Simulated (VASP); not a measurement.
# PtS2 (R3m) in VASP: settings compared, part 2 of 2

VASP 6.6.1.

### Step 4. Single point, r2SCAN+rVV10

This run uses another cell than the first one, of 17.80 Å³/atom.

POSCAR

```
PtS2
1.0
    1.7391390676      1.0040924088      5.0958715610
   -1.7391390676      1.0040924088      5.0958715610
    0.0000000000     -2.0081848177      5.0958715609
Pt S
1 2
Direct
   -0.0026256713     -0.0026256713     -0.0026256713
    0.4255983348      0.4255983348      0.4255983348
    0.2436940031      0.2436940031      0.2436940031
```

INCAR.step1

```
SYSTEM = PtS2
PREC = Accurate
ENCUT = 520
ISMEAR = -1
SIGMA = 0.02
LREAL = .FALSE.
LASPH = .TRUE.
NELM = 60
NBANDS = 18
GGA = PE
ALGO = Normal
EDIFF = 1E-4
LWAVE = .TRUE.
LCHARG = .FALSE.
```

INCAR.step2

```
SYSTEM = PtS2
PREC = Accurate
ENCUT = 520
EDIFF = 1E-7
ISMEAR = -1
SIGMA = 0.02
LREAL = .FALSE.
LASPH = .TRUE.
NELM = 60
ALGO = Normal
ISIF = 2
LWAVE = .FALSE.
LCHARG = .TRUE.
METAGGA = R2SCAN
LMIXTAU = .TRUE.
LUSE_VDW = .TRUE.
IVDW_NL = 2
BPARAM = 11.95
CPARAM = 0.0093
LELF = .TRUE.
LVHAR = .TRUE.
NBANDS = 18
ISTART = 1
```

KPOINTS

```
regular mesh
0
G
  8 8 8
  0 0 0
```

Potentials or basis: VASP PAW PBE potentials, release 64 (Pt, S).

Started as:

```bash
$ cat potpaw_PBE.64/Pt/POTCAR potpaw_PBE.64/S/POTCAR > POTCAR
$ cp INCAR.step1 INCAR
$ mpirun -np 1 vasp_std > vasp.out
$ cp INCAR.step2 INCAR
$ mpirun -np 1 vasp_std > vasp.out
```

OUTCAR:

```text
SYSTEM = PtS2
   PREC = Accurate
   ENCUT = 520
   EDIFF = 1E-7
   ISMEAR = -1
   LREAL = .FALSE.
   LASPH = .TRUE.
   NELM = 60
   ISIF = 2
   METAGGA = R2SCAN
   IVDW_NL = 2
   BPARAM = 11.95
   ISTART = 1

 ion  position               nearest neighbor table
   1  0.997  0.997  0.997-   3 2.41   3 2.41   3 2.41   2 2.48   2 2.48   2 2.48
   2  0.426  0.426  0.426-   1 2.48   1 2.48   1 2.48   3 2.78
   3  0.244  0.244  0.244-   1 2.41   1 2.41   1 2.41   2 2.78

  LATTYP: Found a trigonal (rhomboedric) cell.
 ALAT       =     5.4772906832
 COS(alpha) =     0.7983644806

  Lattice vectors:

 A1 = (   1.7391390676,   1.0040924088,   5.0958715610)
 A2 = (  -1.7391390676,   1.0040924088,   5.0958715610)
 A3 = (   0.0000000000,  -2.0081848177,   5.0958715609)

Analysis of symmetry for initial positions (statically):
=====================================================================
 Subroutine PRICEL returns:
 Original cell was already a primitive cell.

 Routine SETGRP: Setting up the symmetry group for a
 trigonal (rhombohedral) supercell.

[... 167 lines left out ...]

  energy without entropy =      -66.62623807  energy(sigma->0) =      -66.62719409

 E-fermi :   7.2867     XC(G=0): -11.6811

 val. band max:        7.2609970030   @ k =   0.3750   0.2500   0.2500
 cond. band min:       7.3030648580   @ k =   0.2500   0.1250   0.1250
 fundamental gap:      0.0420678550
 Fermi energy:         7.2866938794

 k-point     1 :       0.0000    0.0000    0.0000
  band No.  band energies     occupation
      1      -9.2121      2.00000
      2      -5.9901      2.00000
      3      -0.9058      2.00000
      4       1.4180      2.00000
      5       1.4180      2.00000
      6       2.3508      2.00000
[... 481 lines left out ...]
      5       1.6285      2.00000
      6       2.2523      2.00000
[... 10 lines left out ...]
     17      16.8703      0.00000
     18      16.9927      0.00000

 [... further k-points ...]

------------------------ aborting loop because EDIFF is reached ----------------------------------------

  FORCE on cell =-STRESS in cart. coord.  units (eV):
  Direction    XX          YY          ZZ          XY          YZ          ZX
  --------------------------------------------------------------------------------------
  -------------------------------------------------------------------------------------
  Total        0.0505230      0.0505230      0.0164338      0.0000000      0.0000000     -0.0000000
  in kB        1.5160786      1.5160786      0.4931403      0.0000000      0.0000000     -0.0000000
  external PRESSURE =       1.1750991 kB  Pullay stress =       0.0000000 kB

 VOLUME and BASIS-vectors are now :
 -----------------------------------------------------------------------------
  energy-cutoff  :      520.00
  volume of cell :       53.39
      direct lattice vectors                 reciprocal lattice vectors
     1.739139068  1.004092409  5.095871561     0.287498573  0.165987378  0.065412428
    -1.739139068  1.004092409  5.095871561    -0.287498573  0.165987378  0.065412428
     0.000000000 -2.008184818  5.095871561     0.000000000 -0.331974757  0.065412428

 POSITION                                       TOTAL-FORCE (eV/Angst)
 -----------------------------------------------------------------------------------
      0.00000     -0.00000     15.24747         0.000000     -0.000000      0.004522
      0.00000     -0.00000      6.50638         0.000000      0.000000     -0.015191
      0.00000     -0.00000      3.72550         0.000000     -0.000000      0.010669
 -----------------------------------------------------------------------------------
    total drift:                               -0.000000      0.000000     -0.000056

  FREE ENERGIE OF THE ION-ELECTRON SYSTEM (eV)
  ---------------------------------------------------
  free  energy   TOTEN  =       -66.6281501171 eV

  energy  without entropy=      -66.6262380701  energy(sigma->0) =      -66.62719409
```

Run time: 6.8 min. Hardware: 1 thread of AMD EPYC 9R45 (Zen 5), shared host; peak memory 0.55 GiB.

What came out:

- Free energy: -66.6282 eV
- Pressure: 0.1 GPa
- Largest force: 0.015 eV/Å
- Band gap on the k mesh: zero (bands 11 and 12 overlap by 0.61 eV)

Forces on the atoms (eV/Å):
```
Pt   0.000  0.000  0.005
S    0.000  0.000 -0.015
S    0.000  0.000  0.011
```

Stress tensor (GPa, compression positive):
```
0.15 0.00 0.00
0.00 0.15 0.00
0.00 0.00 0.05
```

Caveat: the PAW data sets were made with another functional, which shifts forces and pressure a little; spin-orbit coupling is left out, which moves the levels of the heavy elements.

### Step 5. Single point, r2SCAN

This run uses another cell than the first one, of 17.80 Å³/atom.

POSCAR is that of step 4.

INCAR.step1

```
SYSTEM = PtS2
ALGO     = Normal         ! electronic algorithm
EDIFF    = 1E-4           ! SCF threshold, eV
ENCUT    = 520            ! plane-wave cutoff, eV
GGA      = PE             ! functional
ISMEAR   = -1             ! smearing method
LASPH    = .True.         ! aspherical terms in the spheres
LCHARG   = .False.        ! write CHGCAR
LREAL    = .False.        ! projectors in reciprocal space
LWAVE    = .True.         ! write WAVECAR
NBANDS   = 18             ! bands
NELM     = 80             ! most SCF steps
PREC     = Accurate       ! precision mode
SIGMA    = 0.02           ! smearing width, eV
```

INCAR.step2

```
SYSTEM = PtS2
ALGO     = Normal         ! electronic algorithm
EDIFF    = 1E-6           ! SCF threshold, eV
ENCUT    = 520            ! plane-wave cutoff, eV
ISIF     = 2              ! what is computed and relaxed
ISMEAR   = -1             ! smearing method
ISTART   = 1            
LASPH    = .True.         ! aspherical terms in the spheres
LCHARG   = .False.        ! write CHGCAR
LMIXTAU  = .True.       
LREAL    = .False.        ! projectors in reciprocal space
LWAVE    = .False.        ! write WAVECAR
METAGGA  = R2SCAN         ! meta-GGA
NBANDS   = 18             ! bands
NELM     = 80             ! most SCF steps
PREC     = Accurate       ! precision mode
SIGMA    = 0.02           ! smearing width, eV
```

KPOINTS

```
k-points
0
Gamma
  8 8 8
  0 0 0
```

Started as:

```bash
$ cat potpaw_PBE.64/Pt/POTCAR potpaw_PBE.64/S/POTCAR > POTCAR
$ cp INCAR.step1 INCAR
$ mpirun -np 1 vasp_std > vasp.out
$ cp INCAR.step2 INCAR
$ mpirun -np 1 vasp_std > vasp.out
```

Wall time 4.7 min (1 thread of AMD EPYC 9R45 (Zen 5), shared host); peak memory 0.28 GiB.

It converged, with:

```
Free energy            : -67.0184 eV
Pressure               : 1.2 GPa
Largest force          : 0.068 eV/Å
Band gap on the k mesh : zero (bands 11 and 12 overlap by 0.60 eV)
```

Forces in eV/Å, atoms in the order of the input:
```
Pt   0.000  0.000  0.002
S    0.000  0.000 -0.068
S    0.000  0.000  0.066
```

Stress tensor (GPa, compression positive):
```
1.28 0.00 0.00
0.00 1.28 0.00
0.00 0.00 1.07
```

Levels at points of the mesh, in eV from the Fermi level:
```
           k point  band 9  band 10  band 11  band 12  band 13  band 14
(0.00, 0.00, 0.00)   -0.23    -0.23     0.48     0.83     0.83     3.37
(0.50, 0.00, 0.00)   -2.56    -2.22    -1.56     0.61     1.30     3.97
(0.50, 0.50, 0.00)   -2.87    -2.21    -2.14     0.55     1.91     4.91
(0.50, 0.50, 0.50)   -1.96     0.17     0.17     0.44     0.44     3.85
```

Caveat: the PAW data sets were made with another functional, which shifts forces and pressure a little; spin-orbit coupling is left out, which moves the levels of the heavy elements.

### Step 6. Relaxation of cell and atoms, PBE+D3(BJ)

This run uses another cell than the first one, of 18.40 Å³/atom.

INCAR

```
SYSTEM = PtS2
ALGO = Normal ; EDIFF = 1E-6
EDIFFG = -0.005 ; ENCUT = 600
GGA = PE ; IBRION = 2
ISIF = 3 ; ISMEAR = -1
IVDW = 12 ; LASPH = .TRUE.
LCHARG = .FALSE. ; LREAL = .FALSE.
LWAVE = .FALSE. ; NELM = 60
NSW = 80 ; PREC = Accurate
SIGMA = 0.02
```

KPOINTS

```
k-points
0
G
  8 8 8
  0 0 0
```

POSCAR

```
PtS2
1.0
    1.6191293500      0.9348047661      6.0792644000
   -1.6191293500      0.9348047661      6.0792644000
    0.0000000000     -1.8696095322      6.0792644000
Pt S
1 2
Direct
    0.0000000000      0.0000000000      0.0000000000
    0.4200149939      0.4200149939      0.4200149939
    0.2466516727      0.2466516727      0.2466516727
```

Potentials or basis: VASP PAW PBE potentials, release 64 (Pt, S).

Started as:

```bash
$ cat potpaw_PBE.64/Pt/POTCAR potpaw_PBE.64/S/POTCAR > POTCAR
$ mpirun -np 1 vasp_std > vasp.out
```

Run time: 35 min. Hardware: 1 thread of AMD EPYC 9R45 (Zen 5), shared host; peak memory 0.44 GiB.

Results (log left out):

```
Free energy                           : -15.0789 eV
Relaxed volume                        : 17.05 Å³/atom
Relaxed cell                          : a = 5.328 Å, b = 5.328 Å, c = 5.328 Å, α = 37.87°, β = 37.87°, γ = 37.87°
Space group after relaxing (to 0.1 Å) : R3m (No. 160)
Energy gained by relaxing             : 140.5 meV/atom
Ionic steps                           : 24
Pressure after relaxing               : 0.0 GPa
Band gap on the k mesh                : zero (bands 11 and 12 overlap by 0.69 eV)
Dispersion energy per atom            : -0.456 eV
```

Forces in eV/Å, atoms in the order of the input:
```
Pt   0.000  0.000  0.003
S    0.000  0.000 -0.002
S    0.000  0.000 -0.001
```

The path:
| step | energy change (eV) | largest force (eV/Å) | pressure (GPa) | volume (Å³) |
| --- | --- | --- | --- | --- |
| 1 | 0.0000 | 0.4495 | 1.10 | 55.21 |
| 2 | -0.1833 | 0.2388 | 0.26 | 56.14 |
| 3 | -0.2946 | 0.1501 | -0.72 | 57.00 |
| 4 | -0.3090 | 0.2909 | -1.11 | 57.31 |
| 5 | -0.3281 | 0.4599 | 0.47 | 55.95 |
| 6 | -0.3345 | 0.8717 | 5.01 | 52.85 |
| 7 | -0.3384 | 0.7245 | 3.35 | 53.91 |
| 8 | -0.3422 | 0.7116 | 3.32 | 53.79 |
| 9 | -0.3533 | 0.6869 | 3.19 | 53.43 |
| 10 | -0.3725 | 0.6476 | 3.05 | 52.71 |
| 11 | -0.3925 | 0.5261 | 3.22 | 51.26 |
| 12 | -0.4038 | 0.3776 | 1.63 | 51.76 |
| 13 | -0.4099 | 0.1777 | -0.51 | 52.48 |
| 14 | -0.4099 | 0.1705 | -0.60 | 52.50 |
| 15 | -0.4114 | 0.1627 | -0.52 | 52.44 |
| 16 | -0.4150 | 0.1406 | -0.35 | 52.23 |
| 17 | -0.4178 | 0.0966 | 0.02 | 51.81 |
| 18 | -0.4187 | 0.0685 | -0.15 | 51.77 |
| 19 | -0.4202 | 0.0222 | -0.69 | 51.64 |
| 20 | -0.4209 | 0.0076 | -0.41 | 51.47 |
| 21 | -0.4212 | 0.0354 | 0.49 | 50.97 |
| 22 | -0.4214 | 0.0189 | 0.13 | 51.17 |
| 23 | -0.4214 | 0.0118 | 0.09 | 51.16 |
| 24 | -0.4214 | 0.0030 | 0.03 | 51.15 |

Final structure:
```cif
data_structure
_symmetry_space_group_name_H-M 'P 1'
_symmetry_Int_Tables_number 1
_cell_length_a 5.3277
_cell_length_b 5.3277
_cell_length_c 5.3277
_cell_angle_alpha 37.874
_cell_angle_beta 37.874
_cell_angle_gamma 37.874
_cell_volume 51.15
loop_
_atom_site_label
_atom_site_type_symbol
_atom_site_fract_x
_atom_site_fract_y
_atom_site_fract_z
_atom_site_occupancy
Pt1 Pt 0.99763 0.99763 0.99763 1
S1 S 0.42987 0.42987 0.42987 1
S2 S 0.23917 0.23917 0.23917 1
```

Levels at points of the mesh, in eV from the Fermi level:
```csv
k point,band 8,band 9,band 10,band 11,band 12,band 13,band 14,band 15
"(0.00, 0.00, 0.00)",-2.85,-0.50,-0.50,0.46,0.81,0.81,2.98,6.28
"(0.50, 0.00, 0.00)",-3.15,-2.46,-2.08,-1.40,0.21,1.12,3.55,5.52
"(0.50, 0.50, 0.00)",-3.60,-2.72,-2.17,-2.10,0.32,1.92,4.64,7.23
"(0.50, 0.50, 0.50)",-3.22,-1.96,-0.11,-0.11,0.43,0.43,3.67,7.17
```

Caveat: a cell axis changed by over 15 % at a fixed basis, so the end point is rough; spin-orbit coupling is left out, which moves the levels of the heavy elements.

### Step 7. Summary

| task | level | cell | cutoff (eV) | gap on the mesh (eV) | pressure (GPa) | largest force (eV/Å) |
| --- | --- | --- | --- | --- | --- | --- |
| single point | PBE+D3(BJ) | a = 5.327 Å, angles 37.9°, 3 atoms, atomic positions A | 520 | none | -0.3 | 0.04 |
| single point | PBE | a = 5.477 Å, angles 37.0°, 3 atoms, atomic positions B | 520 | none | 2.9 | 0.14 |
| single point | r2SCAN+rVV10 | a = 5.477 Å, angles 37.0°, 3 atoms, atomic positions B | 520 | none | 0.1 | 0.02 |
| single point | r2SCAN | a = 5.477 Å, angles 37.0°, 3 atoms, atomic positions B | 520 | none | 1.2 | 0.07 |
| relaxation of cell and atoms | PBE+D3(BJ) | relaxed from a = 6.360 Å, angles 29.5°, 3 atoms, atomic positions C | 600 | none | 0.0 | - |

Alike in all rows: potentials or basis VASP PAW PBE potentials, release 64 (Pt, S); no spin polarisation; k mesh 8 × 8 × 8; smearing fermi-dirac 0.02 eV.

Caveats: spin-orbit coupling is left out, which moves the levels of the heavy elements; the PAW data sets were made with another functional, which shifts forces and pressure a little (at least some runs); a cell axis changed by over 15 % at a fixed basis, so the end point is rough (at least some runs).

Total energies depend on the potentials used, so only differences within one code and one set of settings carry meaning.
